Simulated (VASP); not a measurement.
# Mg3H8 (P-6m2) in VASP: a series of runs, part 2 of 2

VASP 6.6.1. The steps go on from the part before.

### Step 3. Relaxation of cell and atoms, PBE

This run uses another cell than the first one, of 10.50 Å³/atom, 1.004 times its volume.

INCAR reads:

```
SYSTEM = Mg3H8
PREC = Accurate
ENCUT = 600
EDIFF = 1E-6
ISMEAR = 0
SIGMA = 0.1
LREAL = .FALSE.
LASPH = .TRUE.
NELM = 80
ALGO = Normal
ISIF = 3
LWAVE = .FALSE.
LCHARG = .FALSE.
GGA = PE
IBRION = 2
NSW = 90
EDIFFG = -0.04
```

KPOINTS reads:

```
regular mesh
0
G
  6 6 4
  0 0 0
```

POSCAR reads:

```
Mg3H8
1.0
    4.8060284400      0.0000000000      0.0000000000
   -2.4030142200      4.1621427200      0.0000000000
    0.0000000000      0.0000000000      5.7753558800
Mg H
3 8
Direct
    0.3333333300      0.6666666700      0.7445032700
    0.3333333300      0.6666666700      0.2554967300
    0.6666666700      0.3333333300      0.0000000000
    0.4547490800      0.5452509200      0.5000000000
    0.4547490800      0.9094981500      0.5000000000
    0.0905018500      0.5452509200      0.5000000000
    0.3333333300      0.6666666700      0.5000000000
    0.0812519200      0.9187480800      0.0000000000
    0.0812519200      0.1625038400      0.0000000000
    0.8374961600      0.9187480800      0.0000000000
    0.3333333300      0.6666666700      0.0000000000
```

Potentials or basis: VASP PAW PBE potentials, release 64 (Mg, H).

On the command line:

```bash
$ cat potpaw_PBE.64/Mg/POTCAR potpaw_PBE.64/H/POTCAR > POTCAR
$ mpirun -np 1 vasp_std > vasp.out
```

OUTCAR:

```text
SYSTEM = Mg3H8
   PREC = Accurate
   ENCUT = 600
   EDIFF = 1E-6
   ISMEAR = 0
   LREAL = .FALSE.
   LASPH = .TRUE.
   NELM = 80
   ISIF = 3
   GGA = PE
   IBRION = 2
   NSW = 90
   EDIFFG = -0.04

 ion  position               nearest neighbor table
   1  0.333  0.667  0.745-   7 1.41  11 1.48   5 1.74   6 1.74   4 1.74   2 2.82   2 2.95   3 3.14
                             3 3.14   3 3.14
   2  0.333  0.667  0.255-   7 1.41  11 1.48   5 1.74   6 1.74   4 1.74   1 2.82   1 2.95   3 3.14
                             3 3.14   3 3.14
   3  0.667  0.333  0.000-   1 3.14   2 3.14   1 3.14   2 3.14   1 3.14   2 3.14
   4  0.455  0.545  0.500-   1 1.74   2 1.74
   5  0.455  0.909  0.500-   1 1.74   2 1.74
   6  0.091  0.545  0.500-   1 1.74   2 1.74
   7  0.333  0.667  0.500-   1 1.41   2 1.41
   8  0.081  0.919  0.000-
   9  0.081  0.163  0.000-
  10  0.837  0.919  0.000-
  11  0.333  0.667  0.000-   1 1.48   2 1.48

  LATTYP: Found a hexagonal cell.
[... 678 lines left out ...]

 number of electron      13.9999982 magnetization

------------------------ aborting loop because EDIFF is reached ----------------------------------------
[... 85 lines left out ...]
--------------------------------------- Ionic step       34  -------------------------------------------

 number of electron      13.9999988 magnetization

 Free energy of the ion-electron system (eV)
  ---------------------------------------------------
  ext. energy  EPLUGINS =         0.00000000
  ---------------------------------------------------
  free energy    TOTEN  =       -25.15437687 eV

  energy without entropy =      -25.14466731  energy(sigma->0) =      -25.14952209

 E-fermi :   1.5107     XC(G=0):  -8.3008

 val. band max:        1.4545664023   @ k =   0.3333   0.1667   0.5000
 cond. band min:       1.5248864482   @ k =   0.5000   0.0000   0.5000
 fundamental gap:      0.0703200460
 Fermi energy:         1.5107455017

 k-point     1 :       0.0000    0.0000    0.0000
  band No.  band energies     occupation
      1     -10.3770      2.00000
      2      -9.5861      2.00000
      3      -2.3673      2.00000
      4      -1.5232      2.00000
      5       0.5828      2.00000
      6       0.7864      2.00000
      7       0.7864      2.00000
      8       2.8180      0.00000
      9       3.6252      0.00000
     10       3.6252      0.00000
     11       3.7427      0.00000
     12       6.9810      0.00000
     13       6.9810      0.00000
[... 356 lines left out ...]
  FREE ENERGIE OF THE ION-ELECTRON SYSTEM (eV)
  ---------------------------------------------------
  free  energy   TOTEN  =       -25.1543768681 eV

  energy  without entropy=      -25.1446673063  energy(sigma->0) =      -25.14952209

 reached required accuracy - stopping structural energy minimisation
```

CONTCAR:

```text
Mg3H8
   1.00000000000000
     3.8932009370838281   -0.0000000000000000    0.0000000000000000
    -1.9466004685419140    3.3716109134499326    0.0000000000000000
     0.0000000000000000    0.0000000000000000    8.5115586310727789
  Mg              H
     3     8
Direct
     0.3333333300000021    0.6666666699999979    0.7412827878958533
     0.3333333300000021    0.6666666699999979    0.2587172121041462
     0.6666666699999979    0.3333333300000021    0.0000000000000000
     0.5795905870308180    0.4204094129698076    0.5000000000000000
     0.5795905870301924    0.1591811640603841    0.5000000000000000
     0.8408188359389902    0.4204094129698076    0.5000000000000000
     0.3333333300000021    0.6666666699999979    0.5000000000000000
     0.1603108305544622    0.8396891694451609    0.0000000000000000
     0.1603108305548389    0.3206216611096778    0.0000000000000000
     0.6793783388906989    0.8396891694451609    0.0000000000000000
     0.3333333300000021    0.6666666699999979    0.0000000000000000

  0.00000000E+00  0.00000000E+00  0.00000000E+00
  0.00000000E+00  0.00000000E+00  0.00000000E+00
  0.00000000E+00  0.00000000E+00  0.00000000E+00
  0.00000000E+00  0.00000000E+00  0.00000000E+00
  0.00000000E+00  0.00000000E+00  0.00000000E+00
  0.00000000E+00  0.00000000E+00  0.00000000E+00
  0.00000000E+00  0.00000000E+00  0.00000000E+00
  0.00000000E+00  0.00000000E+00  0.00000000E+00
  0.00000000E+00  0.00000000E+00  0.00000000E+00
  0.00000000E+00  0.00000000E+00  0.00000000E+00
  0.00000000E+00  0.00000000E+00  0.00000000E+00
```

It took 11 min on 1 thread of Intel Xeon Platinum 8488C (Sapphire Rapids), shared host; peak memory 0.29 GiB.

Results:

- Free energy: -25.1544 eV
- Relaxed volume: 10.16 Å³/atom
- Relaxed cell: a = 3.893 Å, b = 3.893 Å, c = 8.512 Å, α = 90.00°, β = 90.00°, γ = 120.00°
- Space group after relaxing (to 0.05 Å): P-6m2 (No. 187)
- Energy gained by relaxing: 428.9 meV/atom
- Ionic steps: 34
- Pressure after relaxing: 0.1 GPa
- Largest force after relaxing: 0.028 eV/Å
- Band gap on the k mesh: zero (band 7 reaches 2.23 eV, above the bottom of band 8 at 1.45 eV)

Forces in eV/Å, atoms in the order of the input:
```
Mg   0.000  0.000 -0.028
Mg   0.000  0.000  0.028
Mg   0.000  0.000  0.000
H   -0.002  0.001  0.000
H    0.000 -0.002  0.000
H    0.002  0.001  0.000
H    0.000  0.000  0.000
H    0.022 -0.013  0.000
H    0.000  0.025  0.000
H   -0.022 -0.013  0.000
H    0.000  0.000  0.000
```

The path:
| step | energy change (eV) | largest force (eV/Å) | pressure (GPa) | volume (Å³) |
| --- | --- | --- | --- | --- |
| 1 | 0.0000 | 3.0084 | 16.26 | 115.53 |
| 2 | -2.2470 | 2.5989 | 2.53 | 133.95 |
| 3 | -2.2372 | 3.0753 | 0.64 | 138.85 |
| 4 | -2.2595 | 2.8893 | 1.42 | 136.68 |
| 5 | -2.8143 | 0.7973 | -1.53 | 143.02 |
| 6 | -2.8570 | 0.2884 | -2.63 | 147.31 |
| 7 | -2.8687 | 0.1653 | -2.35 | 145.99 |
| 8 | -2.9850 | 0.0920 | -1.96 | 142.12 |
| 9 | -3.0886 | 0.2529 | -1.13 | 136.05 |
| 10 | -3.0635 | 0.9321 | 1.33 | 123.98 |
| 11 | -3.1121 | 0.4897 | -0.32 | 131.30 |
| 12 | -3.1883 | 0.2955 | -0.58 | 128.04 |
| 13 | -3.2672 | 0.5831 | -0.69 | 120.27 |
| 14 | -3.2721 | 0.9143 | 1.41 | 104.96 |
| 15 | -3.3390 | 0.8418 | 1.50 | 103.83 |
| 16 | -3.5609 | 0.8262 | 2.27 | 100.38 |
| 17 | -4.0225 | 0.7307 | 7.16 | 93.27 |
| 18 | 2.0604 | 10.4457 | 43.47 | 78.51 |
| 19 | -3.8906 | 0.7627 | 7.28 | 92.86 |
| 20 | -3.2444 | 0.7494 | 18.26 | 85.75 |
| 21 | -3.8865 | 0.7427 | 8.38 | 91.80 |
| 22 | -3.8833 | 0.6810 | 9.57 | 90.81 |
| 23 | -3.9285 | 0.5001 | 10.54 | 90.66 |
| 24 | -3.9290 | 0.4635 | 10.70 | 90.63 |
| 25 | -4.0253 | 0.4402 | 9.75 | 91.89 |
| 26 | -4.2699 | 0.3648 | 7.17 | 95.73 |
| 27 | -4.5805 | 0.1670 | 3.16 | 103.73 |
| 28 | -4.5959 | 0.7164 | -1.45 | 121.03 |
| 29 | -4.6813 | 0.2308 | 0.25 | 112.80 |
| 30 | -4.6816 | 0.2073 | 0.37 | 112.33 |
| 31 | -4.6940 | 0.1656 | 0.10 | 112.49 |
| 32 | -4.7025 | 0.1727 | -0.35 | 112.78 |
| 33 | -4.7096 | 0.1306 | -0.24 | 112.51 |
| 34 | -4.7179 | 0.0285 | 0.11 | 111.73 |

Final structure:
```
CELL_PARAMETERS angstrom
3.89320 0.00000 0.00000
-1.94660 3.37161 0.00000
0.00000 0.00000 8.51156
ATOMIC_POSITIONS crystal
Mg 0.33333 0.66667 0.74128
Mg 0.33333 0.66667 0.25872
Mg 0.66667 0.33333 0.00000
H 0.57959 0.42041 0.50000
H 0.57959 0.15918 0.50000
H 0.84082 0.42041 0.50000
H 0.33333 0.66667 0.50000
H 0.16031 0.83969 0.00000
H 0.16031 0.32062 0.00000
H 0.67938 0.83969 0.00000
H 0.33333 0.66667 0.00000
```

Levels at points of the mesh, in eV from the Fermi level:
| k point | band 4 | band 5 | band 6 | band 7 | band 8 | band 9 | band 10 | band 11 |
| --- | --- | --- | --- | --- | --- | --- | --- | --- |
| (0.00, 0.00, 0.00) | -3.03 | -0.93 | -0.72 | -0.72 | 1.31 | 2.11 | 2.11 | 2.23 |
| (0.50, 0.00, 0.00) | -5.59 | -1.58 | -0.95 | -0.36 | 0.41 | 1.08 | 1.31 | 3.58 |
| (0.00, 0.00, 0.50) | -2.70 | -2.10 | -0.72 | -0.72 | 1.70 | 2.12 | 2.12 | 4.00 |
| (0.50, 0.00, 0.50) | -5.63 | -1.58 | -0.33 | -0.19 | 0.01 | 0.97 | 1.04 | 2.69 |
